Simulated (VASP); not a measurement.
# Bi in VASP: notebook, part 2 of 2

VASP 6.6.1.

### 3 Single point, LDA

Contents of INCAR:

```
SYSTEM = Bi
ALGO = Normal ; DIPOL = 0.5 0.5 0.500
EDIFF = 1E-6 ; ENCUT = 520
IDIPOL = 3 ; ISIF = 2
ISMEAR = 0 ; LASPH = .True.
LCHARG = .True. ; LDIPOL = .True.
LELF = .True. ; LREAL = .False.
LVACPOTAV = .True. ; LVHAR = .True.
LWAVE = .False. ; NBANDS = 22
NELM = 100 ; PREC = Accurate
SIGMA = 0.02
```

Contents of KPOINTS:

```
k-points
0
Gamma
  9 9 1
  0 0 0
```

Contents of POSCAR:

```
Bi
1.0
    4.2840000000      0.0000000000      0.0000000000
   -2.1420000000      3.7100528298      0.0000000000
    0.0000000000      0.0000000000     28.0000000000
Bi
2
Direct
    0.3333333333      0.6666666667      0.5196964286
    0.6666666667      0.3333333333      0.4803035714
```

Potentials or basis: VASP PAW LDA potentials, release 64 (Bi_d).

The run is started by

```bash
> cat potpaw_LDA.64/Bi_d/POTCAR > POTCAR
> mpirun -np 1 vasp_std > vasp.out
```

OUTCAR:

```text
SYSTEM = Bi
   EDIFF = 1E-6
   ENCUT = 520
   ISIF = 2
   ISMEAR = 0
   LASPH = .True.
   LREAL = .False.
   NELM = 100
   PREC = Accurate

 ion  position               nearest neighbor table
   1  0.333  0.667  0.520-   2 2.71   2 2.71   2 2.71
   2  0.667  0.333  0.480-   1 2.71   1 2.71   1 2.71

  LATTYP: Found a hexagonal cell.
 ALAT       =     4.2840000000
 C/A-ratio  =     6.5359477124

  Lattice vectors:

 A1 = (   4.2840000000,   0.0000000000,   0.0000000000)
 A2 = (  -2.1420000000,   3.7100528298,   0.0000000000)
 A3 = (   0.0000000000,   0.0000000000,  28.0000000000)

Analysis of symmetry for initial positions (statically):
=====================================================================
 Subroutine PRICEL returns:
 Original cell was already a primitive cell.

 Routine SETGRP: Setting up the symmetry group for a
 hexagonal supercell.

 Subroutine GETGRP returns: Found 12 space group operations
 (whereof 12 operations were pure point group operations)
 out of a pool of 24 trial point group operations.

The static configuration has the point symmetry D_3d.

Analysis of symmetry for dynamics (positions and initial velocities):
=====================================================================
 Subroutine PRICEL returns:
 Original cell was already a primitive cell.

 Routine SETGRP: Setting up the symmetry group for a
 hexagonal supercell.

 Subroutine GETGRP returns: Found 12 space group operations
 (whereof 12 operations were pure point group operations)
 out of a pool of 24 trial point group operations.

The dynamic configuration has the point symmetry D_3d.

 Subroutine INISYM returns: Found 12 space group operations
 (whereof 12 operations are pure point group operations),
 and found     1 'primitive' translations

----------------------------------------------------------------------------------------

                                     Primitive cell

  volume of cell :     445.0283

  direct lattice vectors                    reciprocal lattice vectors
     4.284000000  0.000000000  0.000000000     0.233426704  0.134768970  0.000000000
    -2.142000000  3.710052830  0.000000000     0.000000000  0.269537941  0.000000000
     0.000000000  0.000000000 28.000000000     0.000000000  0.000000000  0.035714286

  length of vectors
     4.284000000  4.284000000 28.000000000     0.269537941  0.269537941  0.035714286

  position of ions in fractional coordinates (direct lattice)
     0.333333333  0.666666667  0.519696429
     0.666666667  0.333333333  0.480303571

  ion indices of the primitive-cell ions
   primitive index   ion index
                 1           1
                 2           2

----------------------------------------------------------------------------------------

 KPOINTS: k-points

Automatic generation of k-mesh.
 Grid dimensions read from file:
 generate k-points for:    9    9    1

 Generating k-lattice:

  Cartesian coordinates                     Fractional coordinates (reciprocal lattice)
     0.025936300  0.014974330  0.000000000     0.111111111  0.000000000  0.000000000
     0.000000000  0.029948660  0.000000000     0.000000000  0.111111111  0.000000000
     0.000000000  0.000000000  0.035714286     0.000000000  0.000000000  1.000000000

  Length of vectors
     0.029948660  0.029948660  0.035714286

  Shift w.r.t. Gamma in fractional coordinates (k-lattice)
     0.000000000  0.000000000  0.000000000

 Subroutine IBZKPT returns following result:
 ===========================================

 Found     12 irreducible k-points:

 Following reciprocal coordinates:
            Coordinates               Weight
  0.000000  0.000000  0.000000      1.000000
  0.111111 -0.000000  0.000000      6.000000
  0.222222 -0.000000  0.000000      6.000000
  0.333333  0.000000  0.000000      6.000000
  0.444444 -0.000000  0.000000      6.000000
  0.111111  0.111111  0.000000      6.000000
  0.222222  0.111111  0.000000     12.000000
  0.333333  0.111111  0.000000     12.000000
  0.444444  0.111111  0.000000      6.000000
  0.222222  0.222222  0.000000      6.000000
  0.333333  0.222222  0.000000     12.000000
  0.333333  0.333333  0.000000      2.000000
   k-points           NKPTS =     12   k-points in BZ     NKDIM =     12   number of bands    NBANDS=     22
   number of dos      NEDOS =    301   number of ions     NIONS =      2
   total plane-waves  NPLWV = 215040
   dimension x,y,z NGX =    32 NGY =   32 NGZ =  210
   dimension x,y,z NGXF=    64 NGYF=   64 NGZF=  420
   ions per type =               2
   NGX,Y,Z   is equivalent  to a cutoff of  12.42, 12.42, 12.47 a.u.
   NGXF,Y,Z  is equivalent  to a cutoff of  24.84, 24.84, 24.94 a.u.
 SYSTEM =  Bi
   PREC   = accura    normal or accurate (medium, high low for compatibility)
   ISTART =      0    job   : 0-new  1-cont  2-samecut
   ICHARG =      2    charge: 1-file 2-atom 10-const
   ISPIN  =      1    spin polarized calculation?
   LNONCOLLINEAR =      F non collinear calculations
   LSORBIT =      F    spin-orbit coupling
   LASPH  =      T    aspherical Exc in radial PAW
   ENCUT  =  520.0 eV  38.22 Ry    6.18 a.u.   7.97  7.97 52.06*2*pi/ulx,y,z
   NELM   =    100;   NELMIN=  2; NELMDL= -5     # of ELM steps
   EDIFF  = 0.1E-05   stopping-criterion for ELM
   LREAL  =      F    real-space projection
   EDIFFG = 0.1E-04   stopping-criterion for IOM
   NSW    =      0    number of steps for IOM
   IBRION =     -1    ionic relax: 0-MD 1-quasi-New 2-CG
   NFREE  =      0    steps in history (QN), initial steepest desc. (CG)
   ISIF   =      2    stress and relaxation
   ISYM   =      2    0-nonsym 1-usesym 2-fastsym
   POTIM  = 0.5000    time-step for ionic-motion
   TEBEG  =    0.0;   TEEND  =   0.0 temperature during run
   PSTRESS=    0.0 pullay stress
   NELECT =      30.0000    total number of electrons
   NUPDOWN=      -1.0000    fix difference up-down
   EMIN   =  10.00;   EMAX   =-10.00  energy-range for DOS
   EFERMI =   0.00;   METHOD = LEGACY
   ISMEAR =     0;   SIGMA  =   0.02  broadening in eV -4-tet -1-fermi 0-gaus
   EFERMI_NEDOS =   21; number of points for ismear=-14 and -15
   IALGO  =     38    algorithm
   IMIX   =      4    mixing-type and parameters
     AMIX     =   0.40;   BMIX     =  1.00
     AMIX_MAG =   1.60;   BMIX_MAG =  1.00
  volume/ion in A,a.u.               =     222.51      1501.60
  Fermi-wavevector in a.u.,A,eV,Ry     =   0.666274  1.259075  6.039908  0.443921
  Thomas-Fermi vector in A             =   1.740525
   LORBIT       =      0    0 simple, 1 ext, 2 COOP (PROOUT), +10 PAW based schemes
   GGA     = CA    functional components
   LHFCALC =     F    Hartree Fock is set to
   AEXX    =    0.0000 exact exchange contribution
   IVDW    =     0    specifies the selected vdW correction
   LEPSILON=     F    determine dielectric tensor
   LRPA    =     F    only Hartree local field effects (RPA)
 non-spin polarized calculation
 Gauss-broadening in eV      SIGMA  =   0.02
  energy-cutoff  :      520.00
  volume of cell :      445.03
 maximum number of plane-waves:     12042
 NGX is ok and might be reduce to    32
   NGX = 15   NGY = 15   NGZ =105

 number of electron      30.0000005 magnetization

 dipolmoment           0.000000      0.000000     -0.000000 electrons x Angstroem

 Free energy of the ion-electron system (eV)
  ---------------------------------------------------
  ext. energy  EPLUGINS =         0.00000000
  ---------------------------------------------------
  free energy    TOTEN  =        -7.13509038 eV

  energy without entropy =       -7.13508960  energy(sigma->0) =       -7.13508999

 E-fermi :  -2.4553     XC(G=0):  -1.9409

 val. band max:       -2.5106415283   @ k =   0.1111   0.1111   0.0000
 cond. band min:      -2.4012522819   @ k =   0.0000   0.0000   0.0000
 fundamental gap:      0.1093892464
 Fermi energy:        -2.4552563819

 k-point     1 :       0.0000    0.0000    0.0000
  band No.  band energies     occupation
      1     -26.1906      2.00000
      2     -26.1906      2.00000
      3     -25.9056      2.00000
      4     -25.9056      2.00000
      5     -25.6575      2.00000
      6     -25.5229      2.00000
[... 274 lines left out ...]
      6     -25.6572      2.00000
[... 14 lines left out ...]
     21       3.3535      0.00000
     22       4.3045      0.00000

------------------------ aborting loop because EDIFF is reached ----------------------------------------

 vacuum level on the upper side and lower side of the slab       (xc-potential included)        -0.139        -0.139

  FORCE on cell =-STRESS in cart. coord.  units (eV):
  Direction    XX          YY          ZZ          XY          YZ          ZX
  --------------------------------------------------------------------------------------
  -------------------------------------------------------------------------------------
  Total        7.8680922      7.8680922      4.6152097      0.0000000      0.0000000      0.0000000
  in kB       28.3264685     28.3264685     16.6155390      0.0000000      0.0000000      0.0000000
  external PRESSURE =      24.4228253 kB  Pullay stress =       0.0000000 kB

 VOLUME and BASIS-vectors are now :
 -----------------------------------------------------------------------------
  energy-cutoff  :      520.00
  volume of cell :      445.03
      direct lattice vectors                 reciprocal lattice vectors
     4.284000000  0.000000000  0.000000000     0.233426704  0.134768970  0.000000000
    -2.142000000  3.710052830  0.000000000     0.000000000  0.269537941  0.000000000
     0.000000000  0.000000000 28.000000000     0.000000000  0.000000000  0.035714286

 POSITION                                       TOTAL-FORCE (eV/Angst)
 -----------------------------------------------------------------------------------
     -0.00000      2.47337     14.55150        -0.000000      0.000000      4.213329
      2.14200      1.23668     13.44850         0.000000      0.000000     -4.213329
 -----------------------------------------------------------------------------------
    total drift:                               -0.000000      0.000000      0.000000

  FREE ENERGIE OF THE ION-ELECTRON SYSTEM (eV)
  ---------------------------------------------------
  free  energy   TOTEN  =        -7.1350903820 eV

  energy  without entropy=       -7.1350895986  energy(sigma->0) =       -7.13508999

 vacuum level on the upper side and lower side of the slab         1.700         1.700
```

OSZICAR:

```text
N       E                     dE             d eps       ncg     rms          rms(c)
DAV:   1     0.213975423787E+03    0.21398E+03   -0.13693E+04   728   0.997E+02
DAV:   2     0.909674800160E+01   -0.20488E+03   -0.20026E+03   664   0.275E+02
DAV:   3    -0.667112151395E+01   -0.15768E+02   -0.15701E+02   642   0.991E+01
[... 12 lines left out ...]
DAV:  16    -0.713507870661E+01   -0.18297E-04   -0.11655E-06   498   0.214E-03    0.423E-04
DAV:  17    -0.713508559352E+01   -0.68869E-05   -0.29072E-07   490   0.183E-03    0.224E-04
DAV:  18    -0.713508837307E+01   -0.27796E-05   -0.61138E-08   418   0.142E-03    0.155E-04
DAV:  19    -0.713508949140E+01   -0.11183E-05   -0.17334E-08   398   0.514E-04    0.764E-05
DAV:  20    -0.713509038204E+01   -0.89064E-06   -0.33912E-08   404   0.447E-04
   1 F= -.71350904E+01 E0= -.71350900E+01  d E =-.783419E-06
```

It took 2.2 min on 1 thread of AMD EPYC 7R43 (Zen 3), shared host; peak memory 0.36 GiB.

What came out:

| Item | Value |
| --- | --- |
| Free energy | -7.1351 eV |
| Largest force | 4.213 eV/Å |
| Band gap on the k mesh | 0.11 eV, indirect (least direct gap 0.29 eV) |
| Ionisation potential of the upper face | 4.21 eV |

Forces on the atoms (eV/Å):
```
Bi   0.000  0.000  4.213
Bi   0.000  0.000 -4.213
```

Caveat: spin-orbit coupling is left out, which moves the levels of the heavy elements.

### 4 Single point, LDA

Contents of INCAR:

```
ALGO = Normal ; DIPOL = 0.5 0.5 0.500
EDIFF = 1E-7 ; ENCUT = 520
IDIPOL = 3 ; ISIF = 2
ISMEAR = 0 ; LASPH = T
LCHARG = F ; LDIPOL = T
LREAL = F ; LWAVE = F
NBANDS = 22 ; NELM = 60
PREC = Accurate ; SIGMA = 0.02
```

Contents of KPOINTS:

```
k-points
0
Gamma
  9 9 1
```

Contents of POSCAR:

```
Bi
1.0
    4.2840000000      0.0000000000      0.0000000000
   -2.1420000000      3.7100528298      0.0000000000
    0.0000000000      0.0000000000     28.0000000000
Bi
2
Direct
    0.3333333333      0.6666666667      0.5328214286
    0.6666666667      0.3333333333      0.4671785714
```

The run is started by

```bash
> cat potpaw_LDA.64/Bi_d/POTCAR > POTCAR
> mpirun -np 1 vasp_std > vasp.out
```

It took 2.1 min on 1 thread of AMD EPYC 7R43 (Zen 3), shared host; peak memory 0.36 GiB.

It converged, with:

| Property | Result |
| --- | --- |
| Free energy | -8.4883 eV |
| Largest force | 1.096 eV/Å |
| Band gap on the k mesh | 0.48 eV, direct |

Forces in eV/Å, atoms in the order of the input:
```
Bi   0.000  0.000 -1.096
Bi   0.000  0.000  1.096
```

Levels at points of the mesh, in eV from the valence-band top:
| k point | band 12 | band 13 | band 14 | band 15 | band 16 | band 17 | band 18 | band 19 |
| --- | --- | --- | --- | --- | --- | --- | --- | --- |
| (0.00, 0.00, 0.00) | -8.94 | -1.32 | 0.00 | 0.00 | 0.48 | 2.34 | 2.34 | 3.69 |

Caveat: spin-orbit coupling is left out, which moves the levels of the heavy elements.

### 5 Single point, LDA

Contents of INCAR:

```
PREC     = Accurate       # precision mode
ENCUT    = 520            # plane-wave cutoff, eV
EDIFF    = 1E-7           # SCF threshold, eV
ISMEAR   = 0              # smearing method
SIGMA    = 0.02           # smearing width, eV
LREAL    = F              # projectors in reciprocal space
LASPH    = T              # aspherical terms in the spheres
NELM     = 80             # most SCF steps
ALGO     = Normal         # electronic algorithm
ISIF     = 2              # what is computed and relaxed
LWAVE    = F              # write WAVECAR
LCHARG   = F              # write CHGCAR
LDIPOL   = T            
IDIPOL   = 3            
DIPOL    = 0.5 0.5 0.500
NBANDS   = 22             # bands
```

Contents of KPOINTS:

```
regular mesh
0
Gamma
  9 9 1
```

Contents of POSCAR:

```
Bi
1.0
    4.2840000000      0.0000000000      0.0000000000
   -2.1420000000      3.7100528298      0.0000000000
    0.0000000000      0.0000000000     28.0000000000
Bi
2
Direct
    0.3333333333      0.6666666667      0.5459464286
    0.6666666667      0.3333333333      0.4540535714
```

The run is started by

```bash
> cat potpaw_LDA.64/Bi_d/POTCAR > POTCAR
> mpirun -np 1 vasp_std > vasp.out
```

Wall time 2.7 min (1 thread of AMD EPYC 7R43 (Zen 3), shared host); peak memory 0.36 GiB.

Results (log left out):

- Free energy: -6.8424 eV
- Largest force: 2.456 eV/Å
- Band gap on the k mesh: zero (band 15 reaches -1.53 eV, above the bottom of band 16 at -2.77 eV)

Forces on the atoms (eV/Å):
```
Bi   0.000  0.000 -2.456
Bi   0.000  0.000  2.456
```

Levels at points of the mesh, in eV from the Fermi level:
```csv
k point,band 12,band 13,band 14,band 15,band 16,band 17,band 18,band 19
"(0.00, 0.00, 0.00)",-10.06,-2.08,0.55,0.91,0.91,1.98,1.98,3.39
```

Caveat: spin-orbit coupling is left out, which moves the levels of the heavy elements.

### 6 Single point, LDA

This run uses another cell than the first one, of 229.53 Å³/atom, 1.032 times its volume.

Contents of INCAR:

```
SYSTEM = Bi
PREC     = Accurate       ! precision mode
ENCUT    = 520            ! plane-wave cutoff, eV
EDIFF    = 1E-6           ! SCF threshold, eV
ISMEAR   = 0              ! smearing method
SIGMA    = 0.02           ! smearing width, eV
LREAL    = .False.        ! projectors in reciprocal space
LASPH    = .True.         ! aspherical terms in the spheres
NELM     = 80             ! most SCF steps
ALGO     = Normal         ! electronic algorithm
ISIF     = 2              ! what is computed and relaxed
LWAVE    = .False.        ! write WAVECAR
LCHARG   = .False.        ! write CHGCAR
LDIPOL   = .True.       
IDIPOL   = 3            
DIPOL    = 0.5 0.5 0.500
GGA      = CA             ! functional
NBANDS   = 22             ! bands
```

Contents of KPOINTS:

```
Automatic mesh
0
Gamma
  9 9 1
  0 0 0
```

Contents of POSCAR:

```
Bi
1.0
    4.3510000000      0.0000000000      0.0000000000
   -2.1755000000      3.7680765319      0.0000000000
    0.0000000000      0.0000000000     28.0000000000
Bi
2
Direct
    0.3333333333      0.6666666667      0.5131250000
    0.6666666667      0.3333333333      0.4868750000
```

Potentials or basis: VASP PAW LDA potentials, release 64 (Bi_d).

The run is started by

```bash
> cat potpaw_LDA.64/Bi_d/POTCAR > POTCAR
> mpirun -np 1 vasp_std > vasp.out
```

Wall time 2.7 min (1 thread of AMD EPYC 7R43 (Zen 3), shared host); peak memory 0.37 GiB.

It converged, with:

```yaml
Free_energy: -5.9664 eV
Largest_force: 3.655 eV/Å
Band_gap_on_the_k_mesh: zero (band 15 reaches -2.49 eV, above the bottom of band 16 at -2.75 eV)
```

Forces on the atoms (eV/Å):
```
Bi   0.000  0.000  3.655
Bi   0.000  0.000 -3.655
```

Levels at points of the mesh, in eV from the Fermi level:
| k point | band 11 | band 12 | band 13 | band 14 | band 15 | band 16 | band 17 | band 18 | band 19 | band 20 |
| --- | --- | --- | --- | --- | --- | --- | --- | --- | --- | --- |
| (0.00, 0.00, 0.00) | -14.87 | -6.89 | -2.46 | -2.36 | -2.36 | 1.09 | 2.08 | 2.08 | 3.75 | 3.94 |

Caveat: spin-orbit coupling is left out, which moves the levels of the heavy elements.
